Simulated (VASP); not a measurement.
# In3As (Pm-3m) in VASP: a series of runs

The runs below take In3As through single point, relaxation of cell and atoms, with PBE+D3(BJ).

Program: VASP 6.6.1. These are calculated values, not measurements. Logs are shortened: lines on timing, memory, paths and dates and some standing lists are left out, and cuts for length are marked.

## Step 1: The cell of the first run

The structure is cubic, space group Pm-3m (No. 221). The conventional cell has a = 4.602 Å, b = 4.602 Å, c = 4.602 Å, α = 90.00°, β = 90.00°, γ = 90.00°. Within 4.3 Å of In (site symmetry 4/mmm) lie 8 In at 3.25 Å and 4 As at 3.25 Å. As (site symmetry m-3m) has 12 In at 3.25 Å within 4.3 Å.

## Step 2: Single point, PBE+D3(BJ)

Input file INCAR:

```
PREC = Accurate
ENCUT = 520
EDIFF = 1E-6
ISMEAR = 0
SIGMA = 0.15
LREAL = False
LASPH = True
NELM = 60
ALGO = Fast
ISIF = 2
LWAVE = False
LCHARG = True
GGA = PE
IVDW = 12
LELF = True
LVHAR = True
NBANDS = 30
```

Input file KPOINTS:

```
Automatic mesh
0
Gamma
  10 10 10
```

Input file POSCAR:

```
In3As
1.0
    4.6021353856      0.0000000000      0.0000000000
    0.0000000000      4.6021353856      0.0000000000
    0.0000000000      0.0000000000      4.6021353856
In As
3 1
Direct
    0.0000000000      0.5000000000      0.5000000000
    0.5000000000      0.0000000000      0.5000000000
    0.5000000000      0.5000000000      0.0000000000
    0.0000000000      0.0000000000      0.0000000000
```

Potentials or basis: VASP PAW PBE potentials, release 64 (In_d, As).

On the command line:

```
$ cat potpaw_PBE.64/In_d/POTCAR potpaw_PBE.64/As/POTCAR > POTCAR
$ mpirun -np 1 vasp_std > vasp.out
```

OUTCAR:

```text
PREC = Accurate
   ENCUT = 520
   EDIFF = 1E-6
   ISMEAR = 0
   LREAL = False
   LASPH = True
   NELM = 60
   ISIF = 2
   GGA = PE
   IVDW = 12
 IVDW          = 12

 ion  position               nearest neighbor table
   1  0.000  0.500  0.500-   2 3.25   3 3.25   4 3.25   3 3.25   4 3.25   2 3.25   4 3.25   4 3.25
                             2 3.25   3 3.25   3 3.25   2 3.25
   2  0.500  0.000  0.500-   1 3.25   3 3.25   4 3.25   3 3.25   4 3.25   1 3.25   3 3.25   3 3.25
                             1 3.25   4 3.25   4 3.25   1 3.25
   3  0.500  0.500  0.000-   1 3.25   2 3.25   4 3.25   1 3.25   2 3.25   2 3.25   4 3.25   2 3.25
                             1 3.25   4 3.25   1 3.25   4 3.25
   4  0.000  0.000  0.000-   1 3.25   2 3.25   3 3.25   1 3.25   2 3.25   1 3.25   3 3.25   1 3.25
                             2 3.25   3 3.25   2 3.25   3 3.25

  LATTYP: Found a simple cubic cell.
 ALAT       =     4.6021353856

  Lattice vectors:

 A1 = (   4.6021353856,   0.0000000000,   0.0000000000)
 A2 = (   0.0000000000,   4.6021353856,   0.0000000000)
 A3 = (   0.0000000000,   0.0000000000,   4.6021353856)

Analysis of symmetry for initial positions (statically):
=====================================================================
 Subroutine PRICEL returns:
 Original cell was already a primitive cell.

 Routine SETGRP: Setting up the symmetry group for a
 simple cubic supercell.

 Subroutine GETGRP returns: Found 48 space group operations
 (whereof 48 operations were pure point group operations)
 out of a pool of 48 trial point group operations.

The static configuration has the point symmetry O_h .

Analysis of symmetry for dynamics (positions and initial velocities):
=====================================================================
 Subroutine PRICEL returns:
 Original cell was already a primitive cell.

 Routine SETGRP: Setting up the symmetry group for a
 simple cubic supercell.

 Subroutine GETGRP returns: Found 48 space group operations
 (whereof 48 operations were pure point group operations)
 out of a pool of 48 trial point group operations.

The dynamic configuration has the point symmetry O_h .

 Subroutine INISYM returns: Found 48 space group operations
 (whereof 48 operations are pure point group operations),
 and found     1 'primitive' translations

----------------------------------------------------------------------------------------

                                     Primitive cell

  volume of cell :      97.4716

  direct lattice vectors                    reciprocal lattice vectors
     4.602135386  0.000000000  0.000000000     0.217290435  0.000000000  0.000000000
     0.000000000  4.602135386  0.000000000     0.000000000  0.217290435  0.000000000
     0.000000000  0.000000000  4.602135386     0.000000000  0.000000000  0.217290435

  length of vectors
     4.602135386  4.602135386  4.602135386     0.217290435  0.217290435  0.217290435

  position of ions in fractional coordinates (direct lattice)
     0.000000000  0.500000000  0.500000000
     0.500000000  0.000000000  0.500000000
     0.500000000  0.500000000  0.000000000
     0.000000000  0.000000000  0.000000000

  ion indices of the primitive-cell ions
   primitive index   ion index
                 1           1
                 2           2
                 3           3
                 4           4

----------------------------------------------------------------------------------------

 KPOINTS: Automatic mesh

Automatic generation of k-mesh.
 Grid dimensions read from file:
 generate k-points for:   10   10   10

 Generating k-lattice:

  Cartesian coordinates                     Fractional coordinates (reciprocal lattice)
     0.021729044  0.000000000  0.000000000     0.100000000  0.000000000  0.000000000
     0.000000000  0.021729044  0.000000000     0.000000000  0.100000000  0.000000000
     0.000000000  0.000000000  0.021729044     0.000000000  0.000000000  0.100000000

  Length of vectors
     0.021729044  0.021729044  0.021729044

  Shift w.r.t. Gamma in fractional coordinates (k-lattice)
     0.000000000  0.000000000  0.000000000

 Subroutine IBZKPT returns following result:
 ===========================================

 Found     56 irreducible k-points:

 Following reciprocal coordinates:
            Coordinates               Weight
  0.000000  0.000000  0.000000      1.000000
  0.100000  0.000000  0.000000      6.000000
  0.200000  0.000000  0.000000      6.000000
  0.300000  0.000000  0.000000      6.000000
  0.400000  0.000000  0.000000      6.000000
  0.500000  0.000000  0.000000      3.000000
[... 16 lines left out ...]
  0.200000  0.100000  0.100000     24.000000
  0.300000  0.100000  0.100000     24.000000
 [... further k-points ...]
   k-points           NKPTS =     56   k-points in BZ     NKDIM =     56   number of bands    NBANDS=     30
   number of dos      NEDOS =    301   number of ions     NIONS =      4
   total plane-waves  NPLWV =  46656
   dimension x,y,z NGX =    36 NGY =   36 NGZ =   36
   dimension x,y,z NGXF=    72 NGYF=   72 NGZF=   72
   ions per type =               3   1
   NGX,Y,Z   is equivalent  to a cutoff of  13.00, 13.00, 13.00 a.u.
   NGXF,Y,Z  is equivalent  to a cutoff of  26.01, 26.01, 26.01 a.u.
 SYSTEM =  unknown system
   PREC   = accura    normal or accurate (medium, high low for compatibility)
   ISTART =      0    job   : 0-new  1-cont  2-samecut
   ICHARG =      2    charge: 1-file 2-atom 10-const
   ISPIN  =      1    spin polarized calculation?
   LNONCOLLINEAR =      F non collinear calculations
   LSORBIT =      F    spin-orbit coupling
   LASPH  =      T    aspherical Exc in radial PAW
   ENCUT  =  520.0 eV  38.22 Ry    6.18 a.u.   8.56  8.56  8.56*2*pi/ulx,y,z
   NELM   =     60;   NELMIN=  2; NELMDL= -5     # of ELM steps
   EDIFF  = 0.1E-05   stopping-criterion for ELM
   LREAL  =      F    real-space projection
   EDIFFG = 0.1E-04   stopping-criterion for IOM
   NSW    =      0    number of steps for IOM
   IBRION =     -1    ionic relax: 0-MD 1-quasi-New 2-CG
   NFREE  =      0    steps in history (QN), initial steepest desc. (CG)
   ISIF   =      2    stress and relaxation
   ISYM   =      2    0-nonsym 1-usesym 2-fastsym
   POTIM  = 0.5000    time-step for ionic-motion
   TEBEG  =    0.0;   TEEND  =   0.0 temperature during run
   PSTRESS=    0.0 pullay stress
   NELECT =      44.0000    total number of electrons
   NUPDOWN=      -1.0000    fix difference up-down
   EMIN   =  10.00;   EMAX   =-10.00  energy-range for DOS
   EFERMI =   0.00;   METHOD = LEGACY
   ISMEAR =     0;   SIGMA  =   0.15  broadening in eV -4-tet -1-fermi 0-gaus
   EFERMI_NEDOS =   21; number of points for ismear=-14 and -15
   IALGO  =     68    algorithm
   IMIX   =      4    mixing-type and parameters
     AMIX     =   0.40;   BMIX     =  1.00
     AMIX_MAG =   1.60;   BMIX_MAG =  1.00
  volume/ion in A,a.u.               =      24.37       164.44
  Fermi-wavevector in a.u.,A,eV,Ry     =   1.255836  2.373186 21.458083  1.577125
  Thomas-Fermi vector in A             =   2.389574
   LORBIT       =      0    0 simple, 1 ext, 2 COOP (PROOUT), +10 PAW based schemes
   GGA     = PE    functional components
   LHFCALC =     F    Hartree Fock is set to
   AEXX    =    0.0000 exact exchange contribution
   IVDW    =    12    specifies the selected vdW correction
   LEPSILON=     F    determine dielectric tensor
   LRPA    =     F    only Hartree local field effects (RPA)
 non-spin polarized calculation
 RMM-DIIS sequential band-by-band and
 Gauss-broadening in eV      SIGMA  =   0.15
  energy-cutoff  :      520.00
  volume of cell :       97.47
 maximum number of plane-waves:      2642
 NGX is ok and might be reduce to    36
   NGX = 17   NGY = 17   NGZ = 17

 number of electron      43.9999963 magnetization

 Free energy of the ion-electron system (eV)
  ---------------------------------------------------
  ext. energy  EPLUGINS =         0.00000000
  ---------------------------------------------------
  free energy    TOTEN  =       -12.01001734 eV

  energy without entropy =      -11.98225341  energy(sigma->0) =      -11.99613538

 E-fermi :   7.1572     XC(G=0): -10.3543

 val. band max:        7.1449349325   @ k =   0.2000   0.0000   0.0000
 cond. band min:       7.1670664780   @ k =   0.5000   0.3000   0.0000
 fundamental gap:      0.0221315455
 Fermi energy:         7.1572234336

 k-point     1 :       0.0000    0.0000    0.0000
  band No.  band energies     occupation
      1      -7.6315      2.00000
      2      -7.6123      2.00000
      3      -7.6123      2.00000
      4      -7.6123      2.00000
      5      -7.4282      2.00000
      6      -7.4282      2.00000
[... 22 lines left out ...]
     29      13.2847      0.00000
     30      14.5167      0.00000

 k-point     2 :       0.1000    0.0000    0.0000
  band No.  band energies     occupation
      1      -7.6202      2.00000
      2      -7.6100      2.00000
      3      -7.6001      2.00000
      4      -7.6001      2.00000
      5      -7.4264      2.00000
      6      -7.4195      2.00000
[... 22 lines left out ...]
     29      13.6009      0.00000
     30      14.5512      0.00000

 k-point     3 :       0.2000    0.0000    0.0000
  band No.  band energies     occupation
      1      -7.6038      2.00000
      2      -7.5883      2.00000
      3      -7.5641      2.00000
      4      -7.5641      2.00000
      5      -7.4215      2.00000
      6      -7.3950      2.00000
[... 22 lines left out ...]
     29      14.2038      0.00000
     30      14.6766      0.00000

 k-point     4 :       0.3000    0.0000    0.0000
  band No.  band energies     occupation
      1      -7.5957      2.00000
      2      -7.5420      2.00000
      3      -7.5074      2.00000
      4      -7.5074      2.00000
      5      -7.4144      2.00000
      6      -7.3591      2.00000
[... 22 lines left out ...]
     29      14.7443      0.00000
     30      14.8619      0.00000

 k-point     5 :       0.4000    0.0000    0.0000
  band No.  band energies     occupation
      1      -7.5889      2.00000
      2      -7.4948      2.00000
      3      -7.4359      2.00000
      4      -7.4359      2.00000
      5      -7.4042      2.00000
      6      -7.3209      2.00000
[... 22 lines left out ...]
     29      13.8274      0.00000
     30      14.0433      0.00000
[... 526 lines left out ...]
     29      13.2658      0.00000
     30      15.2519      0.00000

 k-point    22 :       0.1000    0.1000    0.1000
  band No.  band energies     occupation
      1      -7.6073      2.00000
      2      -7.5861      2.00000
      3      -7.5828      2.00000
      4      -7.5828      2.00000
      5      -7.4121      2.00000
      6      -7.4121      2.00000
[... 22 lines left out ...]
     29      13.8494      0.00000
     30      14.7773      0.00000

 k-point    23 :       0.2000    0.1000    0.1000
  band No.  band energies     occupation
      1      -7.5921      2.00000
      2      -7.5696      2.00000
      3      -7.5517      2.00000
      4      -7.5450      2.00000
      5      -7.4071      2.00000
      6      -7.3864      2.00000
[... 22 lines left out ...]
     29      13.8076      0.00000
     30      14.3842      0.00000

 k-point    24 :       0.3000    0.1000    0.1000
  band No.  band energies     occupation
      1      -7.5783      2.00000
      2      -7.5347      2.00000
      3      -7.5021      2.00000
      4      -7.4899      2.00000
      5      -7.4006      2.00000
      6      -7.3495      2.00000
[... 22 lines left out ...]
     29      12.8428      0.00000
     30      14.8879      0.00000

 [... further k-points ...]

------------------------ aborting loop because EDIFF is reached ----------------------------------------

 Edisp (eV)   -1.45950

 E8    (eV) :    -0.7003

  FORCE on cell =-STRESS in cart. coord.  units (eV):
  Direction    XX          YY          ZZ          XY          YZ          ZX
  --------------------------------------------------------------------------------------
  -------------------------------------------------------------------------------------
  Total       0.00053     0.00053     0.00053     0.00000     0.00000    -0.00000
  in kB       0.00865     0.00865     0.00865     0.00000     0.00000    -0.00000
  external pressure =        0.01 kB  Pullay stress =        0.00 kB

 VOLUME and BASIS-vectors are now :
 -----------------------------------------------------------------------------
  energy-cutoff  :      520.00
  volume of cell :       97.47
      direct lattice vectors                 reciprocal lattice vectors
     4.602135386  0.000000000  0.000000000     0.217290435  0.000000000  0.000000000
     0.000000000  4.602135386  0.000000000     0.000000000  0.217290435  0.000000000
     0.000000000  0.000000000  4.602135386     0.000000000  0.000000000  0.217290435

 POSITION                                       TOTAL-FORCE (eV/Angst)
 -----------------------------------------------------------------------------------
      0.00000      2.30107      2.30107         0.000000      0.000000      0.000000
      2.30107      0.00000      2.30107         0.000000      0.000000      0.000000
      2.30107      2.30107      0.00000         0.000000      0.000000      0.000000
      0.00000      0.00000      0.00000         0.000000      0.000000      0.000000
 -----------------------------------------------------------------------------------
    total drift:                                0.000000      0.000000      0.000000

  FREE ENERGIE OF THE ION-ELECTRON SYSTEM (eV)
  ---------------------------------------------------
  free  energy   TOTEN  =       -13.4695191029 eV

  energy  without entropy=      -13.4417551788  energy(sigma->0) =      -13.45563714
```

Wall time 72 s (1 thread of Intel Xeon 6975P-C (Granite Rapids), shared host); peak memory 0.29 GiB.

Results:

| Quantity | Value |
| --- | --- |
| Free energy | -13.4695 eV |
| Pressure | 0.0 GPa |
| Band gap on the k mesh | zero (bands 22 and 23 overlap by 4.10 eV) |
| Dispersion energy per atom | -0.365 eV |

Caveat: spin-orbit coupling is left out, which moves the levels of the heavy elements.

## Step 3: Single point, PBE+D3(BJ)

Input file INCAR:

```
PREC = Accurate ; ENCUT = 520
EDIFF = 1E-7 ; ISMEAR = 0
SIGMA = 0.15 ; LREAL = F
LASPH = T ; NELM = 60
ALGO = Fast ; ISIF = 2
LWAVE = F ; LCHARG = T
GGA = PE ; IVDW = 12
LELF = T ; LVHAR = T
NBANDS = 30
```

Input file KPOINTS:

```
Automatic mesh
0
Gamma
  12 12 12
```

POSCAR is that of step 2.

Potentials or basis: VASP PAW PBE potentials, release 64 (In_d, As).

On the command line:

```
$ cat potpaw_PBE.64/In_d/POTCAR potpaw_PBE.64/As/POTCAR > POTCAR
$ mpirun -np 1 vasp_std > vasp.out
```

Wall time 1.9 min (1 thread of Intel Xeon 6975P-C (Granite Rapids), shared host); peak memory 0.34 GiB.

Results (log left out):

| Property | Result |
| --- | --- |
| Free energy | -13.4780 eV |
| Pressure | 0.0 GPa |
| Band gap on the k mesh | zero (bands 22 and 23 overlap by 4.12 eV) |
| Dispersion energy per atom | -0.365 eV |

Levels at points of the mesh, in eV from the Fermi level:
```csv
k point,band 18,band 19,band 20,band 21,band 22,band 23,band 24,band 25,band 26,band 27
"(0.00, 0.00, 0.00)",-3.06,-3.06,-3.06,-1.84,-1.84,2.11,2.11,2.11,4.65,4.65
"(0.50, 0.00, 0.00)",-4.36,-1.72,-1.72,-1.07,-0.13,-0.13,-0.03,1.39,4.83,4.83
"(0.50, 0.50, 0.00)",-6.11,-6.02,-0.85,-0.43,0.51,0.51,1.85,1.92,1.92,2.15
"(0.50, 0.50, 0.50)",-4.27,-4.27,-4.21,-4.21,-4.21,-3.57,4.89,4.89,4.89,9.08
```

Caveat: spin-orbit coupling is left out, which moves the levels of the heavy elements.

(Continued in part 2 of 2.)
